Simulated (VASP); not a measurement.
**Lu: single point with PBEsol**

Lu:

```
Lu
1.0
    14.00000    0.00000    0.00000
     0.00000   14.40000    0.00000
     0.00000    0.00000   14.80000
Lu
1
Direct
  0.50000 0.50000 0.50000
```

```
Program             : VASP 6.6.1
Task                : single point
Functional          : PBEsol
Potentials or basis : VASP PAW PBE potentials, release 64 (Lu)
Cutoff              : 520 eV
k mesh              : 1 × 1 × 1
Occupations         : fermi-dirac, width 0.01 eV
Spin                : collinear spin
Starting moments    : [1.0] μB
```

```yaml
Pressure: 0.0 GPa
Band_gap_on_the_k_mesh: 0.30 eV
Net_moment: 1.00 μB per cell
Site_moments: Lu +0.59 μB
Valence_electrons_inside_the_program's_atomic_spheres: Lu 23.06
```

Levels at points of the mesh, in eV from the valence-band top:
Spin up:
```
           k point  band 11  band 12  band 13  band 14  band 15  band 16
(0.00, 0.00, 0.00)    -7.25    -2.59     0.00     0.30     0.32     0.32
```
Spin down:
| k point | band 9 | band 10 | band 11 | band 12 | band 13 | band 14 | band 15 | band 16 |
| --- | --- | --- | --- | --- | --- | --- | --- | --- |
| (0.00, 0.00, 0.00) | -7.29 | -7.14 | -7.14 | -2.24 | 0.50 | 0.55 | 0.55 | 0.80 |

Run time: 19 min on 1 thread of AMD EPYC 7R43 64-Core Processor (Zen 3), with other jobs on the host, peak memory 2.8 GiB.

Caveat: the PAW data sets were made with another functional, which shifts forces and pressure a little; spin-orbit coupling is left out, which moves the levels of the heavy elements.
